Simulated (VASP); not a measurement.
Crystal: Li5GeF.

```xyz
7
Lattice="3.7445 0.0000 0.0000 0.0000 3.7445 0.0000 0.0000 0.0000 6.0099" Properties=species:S:1:pos:R:3 pbc="T T T"
Li    1.8723    1.8723    0.0000
Li    1.8723    0.0000    4.1780
Li    0.0000    1.8723    1.8319
Li    1.8723    0.0000    1.8319
Li    0.0000    1.8723    4.1780
Ge    0.0000    0.0000    3.0050
F     0.0000    0.0000    0.0000
```

The cell was generated, and may not be a known phase.

```yaml
Program: VASP 6.6.1
Task: relaxation of cell and atoms
Functional: PBE
Potentials_or_basis: VASP PAW PBE potentials, release 64 (Li_sv, Ge_d, F)
Cutoff: 600 eV
k_mesh: 4 × 4 × 4
Occupations: gaussian, width 0.1 eV
Spin: no spin polarisation
```

At the start: pressure 21.8 GPa; volume 12.04 Å³/atom.

Q: How do energy, volume and symmetry change on relaxing?

A: Over 13 steps the energy falls by 334.4 meV/atom and the volume is 16.74 Å³/atom (+39.1 %); space group P4/mmm (No. 123, to 0.1 Å) before and after.

The path:
```
step  energy change (eV)  largest force (eV/Å)  pressure (GPa)  volume (Å³)
   1              0.0000                1.0183           21.82        84.27
   2             -1.8737                0.2904            5.99       105.88
   3             -2.1774                0.0650            1.05       118.84
   4             -2.1927                0.0113           -0.12       122.68
   5             -2.1922                0.0002           -0.31       123.55
   6             -2.2199                0.0091           -0.42       123.48
   7             -2.2844                0.0327           -0.69       123.09
   8             -2.2745                0.0931           -1.94       121.57
   9             -2.3160                0.0348           -1.09       122.67
  10             -2.3199                0.0065           -1.33       122.37
  11             -2.3368                0.0178           -0.10       116.89
  12             -2.3372                0.0140           -0.30       117.68
  13             -2.3407                0.0398            0.01       117.21
```

Final structure:
```yaml
crystal:
  lattice:
    - [3.95143, 0.00000, 0.00000]
    - [0.00000, 3.95143, 0.00000]
    - [0.00000, 0.00000, 7.50686]
  atoms:
    - { symbol: Li, position: [0.50000, 0.50000, 0.00000] }
    - { symbol: Li, position: [0.50000, 0.00000, 0.71012] }
    - { symbol: Li, position: [0.00000, 0.50000, 0.28988] }
    - { symbol: Li, position: [0.50000, 0.00000, 0.28988] }
    - { symbol: Li, position: [0.00000, 0.50000, 0.71012] }
    - { symbol: Ge, position: [0.00000, 0.00000, 0.50000] }
    - { symbol: F, position: [0.00000, 0.00000, 0.00000] }
```

Caveat: the k points lie up to 0.40 Å⁻¹ apart in the final cell, too coarse for converged energies and pressures of a metal; the cutoff is under 1.25 times the usual one of these potentials, so pressure, stress and relaxed cells hold a basis-set (Pulay) error; the volume moved by over 15 % at a fixed basis, so the end points are rough.
